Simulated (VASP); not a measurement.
A run of VASP 6.6.1:

Contents of INCAR:

```
ALGO = Normal
EDIFF = 1E-6
ENCUT = 520
GGA = PE
ISIF = 2
ISMEAR = 1
LASPH = T
LCHARG = F
LREAL = Auto
LWAVE = F
NBANDS = 80
NELM = 80
PREC = Accurate
SIGMA = 0.15
```

Contents of KPOINTS:

```
k-points
0
Gamma
  2 2 2
```

POSCAR

```
Al15Pt8
1.0
    0.0000000000      5.9552360000      5.9552360000
    5.9552360000      0.0000000000      5.9552360000
    5.9552360000      5.9552360000      0.0000000000
Pt Al
8 15
Direct
    0.0006124862      0.0000012594     -0.0002919280
    0.0005501041      0.0000196466      0.4995635773
    0.0116259876      0.4962422144     -0.0039424970
    0.0004909965      0.5003391973      0.4995163920
    0.4970373970      0.0105824521     -0.0038381350
    0.5006974535      0.0000200664      0.4995816287
    0.4969363095      0.4963354937     -0.0038824658
    0.4969441177      0.4962131643      0.5107375258
    0.1220798806      0.1212975439      0.1282487377
    0.3770926962      0.3764856674      0.3731991478
    0.1255721856      0.1250633896      0.6246370421
    0.3757017354      0.3746591235      0.8748482008
    0.1219423546      0.6286833133      0.1282591488
    0.1219143960      0.6286357081      0.6210810117
    0.3770585246      0.8735973688      0.8760852635
    0.6292701079      0.1212479237      0.1283020522
    0.8740553691      0.3765150533      0.3731225765
    0.6292311505      0.1212403673      0.6211495229
    0.8741291697      0.3764896135      0.8761955865
    0.3771116711      0.8734950219      0.3731674110
    0.8755473335      0.8751456701      0.3745866663
    0.6292166255      0.6286697118      0.6210468401
    0.8740986084      0.8735132411      0.8761656969
```

Potentials or basis: VASP PAW PBE potentials, release 64 (Pt, Al).

Launch:

```bash
$ cat potpaw_PBE.64/Pt/POTCAR potpaw_PBE.64/Al/POTCAR > POTCAR
$ mpirun -np 1 vasp_std > vasp.out
```

Hardware: 1 thread of Intel(R) Xeon(R) Platinum 8375C CPU @ 2.90GHz (Ice Lake), with other jobs on the host.

Problem. Estimate the wall time of this run.

Solution. Wall time 8.5 min on 1 thread of Intel(R) Xeon(R) Platinum 8375C CPU @ 2.90GHz (Ice Lake), on a shared host, peak memory 0.62 GiB. Counts: scf iterations 15, k points 8.
